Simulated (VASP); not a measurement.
Write the native input for VASP 6.6.1 that does the following.

```
Task                   : single point
Functional             : LDA
Potentials or basis    : VASP PAW LDA potentials, release 64 (Cu)
Cutoff                 : 600 eV
k mesh                 : 11 × 11 × 3
Occupations            : methfessel-paxton, width 0.1 eV
Spin                   : no spin polarisation
Dipole correction      : no
Further INCAR settings : ALGO = Normal; EDIFF = 1e-06; NBANDS = 30
```

The structure of Cu lies in POSCAR:

```
Cu
1.0
    2.4810645094      0.0000000000      0.0000000000
   -1.2405322547      2.1486648936      0.0000000000
    0.0000000000      0.0000000000      8.1545039238
Cu
4
Direct
    0.0000000000      0.0000000000      0.0000000000
    0.3333333333      0.6666666667      0.2500000000
    0.0000000000      0.0000000000      0.5000000000
    0.6666666667      0.3333333333      0.7500000000
```

These files were run (other wordings do the same):

INCAR

```
PREC     = Accurate       # precision mode
ENCUT    = 600            # plane-wave cutoff, eV
EDIFF    = 1E-6           # SCF threshold, eV
ISMEAR   = 1              # smearing method
SIGMA    = 0.1            # smearing width, eV
LREAL    = False          # projectors in reciprocal space
LASPH    = True           # aspherical terms in the spheres
NELM     = 120            # most SCF steps
ALGO     = Normal         # electronic algorithm
ISIF     = 2              # what is computed and relaxed
LWAVE    = False          # write WAVECAR
LCHARG   = True           # write CHGCAR
LELF     = True           # ELF
LVHAR    = True         
NBANDS   = 30             # bands
GGA_COMPAT= False
```

KPOINTS

```
Automatic mesh
0
Gamma
  11 11 3
```

Potentials or basis: VASP PAW LDA potentials, release 64 (Cu).

The run is started by

```sh
$ cat potpaw_LDA.64/Cu/POTCAR > POTCAR
$ mpirun -np 1 vasp_std > vasp.out
```

It gave:

```
Pressure               : 1.0 GPa
Band gap on the k mesh : zero (band 22 reaches 11.27 eV, above the bottom of band 23 at 6.56 eV)
```

Wall time 49 s on 1 thread of Intel(R) Xeon(R) Platinum 8259CL CPU @ 2.50GHz (Skylake/Cascade Lake) (shared host), peak memory 0.16 GiB.
